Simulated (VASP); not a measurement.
A run of VASP 6.6.1:

The input INCAR:

```
PREC = Accurate
ENCUT = 600
EDIFF = 1E-6
ISMEAR = -1
SIGMA = 0.05
LREAL = F
LASPH = T
NELM = 200
ALGO = Normal
ISIF = 2
LWAVE = F
LCHARG = F
MAGMOM = 0 0 2.5 0 0 -2.5
LORBIT = 11
LSORBIT = T
GGA_COMPAT = F
LORBMOM = T
LMAXMIX = 4
GGA = PE
NBANDS = 28
```

KPOINTS

```
regular mesh
0
Gamma
  15 15 8
```

The input POSCAR:

```
Fe
1.0
    2.4615160209      0.0000000000      0.0000000000
   -1.2307580105      2.1317354059      0.0000000000
    0.0000000000      0.0000000000      3.8881220668
Fe
2
Direct
    0.3333333333      0.6666666667      0.2500000000
    0.6666666667      0.3333333333      0.7500000000
```

Potentials or basis: VASP PAW PBE potentials, release 64 (Fe).

The run is started by

```bash
$ cat potpaw_PBE.64/Fe/POTCAR > POTCAR
$ mpirun -np 1 vasp_ncl > vasp.out
```

Hardware: 1 thread of AMD EPYC 9755 128-Core Processor, on a shared host.

Question: How long does it take, and how much memory?

Answer: Wall time 11 min on 1 thread of AMD EPYC 9755 128-Core Processor (shared host), peak memory 0.32 GiB. Counts: scf iterations 27, k points 230.
